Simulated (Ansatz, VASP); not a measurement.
## Bi2W: VASP beside Ansatz

Contents of INCAR:

```
  PREC = Accurate
  ENCUT = 520
  EDIFF = 1E-8
  ISMEAR = -1
  SIGMA = 0.03
  LREAL = False
  LASPH = True
  NELM = 100
  ALGO = Normal
  ISIF = 2
  LWAVE = False
  LCHARG = False
  GGA = PE
  LEFG = True
  NBANDS = 29
```

KPOINTS

```
Automatic mesh
0
Gamma
  9 9 5
```

POSCAR

```
Bi2W
1.0
    3.4203704673      0.0000000000      0.0000000000
   -1.7101852337      2.9621277150      0.0000000000
    0.0000000000      0.0000000000      8.3530915854
W Bi
1 2
Direct
    0.0000000000      0.0000000000      0.0000000000
    0.3333333333      0.6666666667      0.2536483888
    0.6666666667      0.3333333333      0.7463516112
```

Input for Ansatz:

```yaml
crystal:
  lattice:
    - [3.4203704673, 0.0, 0.0]
    - [-1.7101852337, 2.962127715, 0.0]
    - [0.0, 0.0, 8.3530915854]
  atoms:
    - { symbol: W, position: [0.0, 0.0, 0.0] }
    - { symbol: Bi, position: [0.3333333333, 0.6666666667, 0.2536483888] }
    - { symbol: Bi, position: [0.6666666667, 0.3333333333, 0.7463516112] }
kpoints:
  mp_grid: { grid: [9, 9, 5] }
  band_path:
    path:
      - [0.0, 0.0, 0.0]
      - [0.5, 0.0, 0.0]
      - [0.3333333333, 0.3333333333, 0.0]
      - [0.0, 0.0, 0.0]
      - [0.0, 0.0, 0.5]
      - [0.5, 0.0, 0.5]
      - [0.3333333333, 0.3333333333, 0.5]
      - [0.0, 0.0, 0.5]
      - [0.5, 0.0, 0.5]
    npoints: 8
scf:
  occupations: { method: fermi_dirac, width: 0.03 }
hamiltonian:
  xc: pbe
  pseudopotentials: { kind: all_electron, datasets: crystal }
output:
  forces: true
  stress: true
  eigenvalues: true
  efg: { contact_densities: true }
```

Alike in both runs: task electric field gradients; functional PBE; k mesh 9 × 9 × 5; occupations fermi-dirac, width 0.03 eV; no spin polarisation.

|  | VASP | Ansatz |
| --- | --- | --- |
| version | VASP 6.6.1 | Ansatz 0.2.0 |
| potentials or method | VASP PAW PBE potentials, release 64 (W_sv, Bi_d), cutoff 520 eV | all-electron PAW with datasets made for the crystal, scalar-relativistic |

VASP gave:

```
pressure (GPa)                                       : 0.0
rms of the force components (eV/Å)                   : 0.006
size of Vzz on the site where it differs most (V/Å²) : 144.4
```

Q: Which values does Ansatz return?

A: Pressure (GPa): 0.0; rms of the force components (eV/Å): 0.002; size of Vzz on the site where it differs most (V/Å²): 181.0.

Atom by atom the forces differ by 0.004 eV/Å (rms over components). Ansatz ran all-electron here, and VASP with PAW potentials.

Neither program's run includes spin-orbit coupling.
